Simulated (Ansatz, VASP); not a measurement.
BeZn4O: VASP beside Ansatz

```xyz
6
Lattice="0.0000 3.9943 3.9943 3.9943 0.0000 3.9943 3.9943 3.9943 0.0000" Properties=species:S:1:pos:R:3 pbc="T T T"
Be    3.9943    3.9943    3.9943
Zn    0.8838    0.8838    0.8838
Zn    3.1105    3.1105    0.8838
Zn    3.1105    0.8838    3.1105
Zn    0.8838    3.1105    3.1105
O     1.9971    1.9971    1.9971
```

Alike in both runs: functional PBE; k mesh 4 × 4 × 4; occupations gaussian, width 0.2 eV; no spin polarisation.

Ansatz relaxed the structure, and its values are those at the end. VASP's run is a single point on that final structure, the one shown.

|  | VASP | Ansatz |
| --- | --- | --- |
| version | VASP 6.6.1 | Ansatz 0.2.0 |
| potentials or method | VASP PAW PBE potentials, release 64 (Be, Zn, O), cutoff 600 eV | scalar-relativistic, plane waves, PAW |
| valence electrons in the cell | 56 | 56 |

|  | VASP | Ansatz | Ansatz less VASP |
| --- | --- | --- | --- |
| gap on the k mesh at the Fermi level (eV) | none | none | - |
| pressure (GPa) | -0.3 | -0.6 | -0.29 |
| rms of the force components (eV/Å) | 0.003 | 0.024 | +0.0216 |

A gap of «none» marks a metal or a gap that the smearing closes.
